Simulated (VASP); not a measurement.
The system is CdTe.

```
CELL_PARAMETERS angstrom
0.00000 3.27990 3.27990
3.27990 0.00000 3.27990
3.27990 3.27990 0.00000
ATOMIC_POSITIONS crystal
Cd 0.00000 0.00000 0.00000
Te 0.25000 0.25000 0.25000
```

Base run:

```yaml
Program: VASP 6.6.1
Functional: r2SCAN
Potentials_or_basis: VASP PAW PBE potentials, release 64 (Cd, Te)
Cutoff: 520 eV
k_mesh: 4 × 4 × 4
Occupations: gaussian, width 0.01 eV
Spin: no spin polarisation
```

Its results: band gap on the k mesh 1.15 eV; pressure 0.3 GPa.

**Question.** The run is repeated on the same cell with these changes: functional from r2SCAN to HSE06. What comes out?

**Answer.** Band gap on the k mesh 1.44 eV; pressure 0.2 GPa.

Caveats: the PAW data sets were made with another functional, which shifts forces and pressure a little; spin-orbit coupling is left out, which moves the levels of the heavy elements.

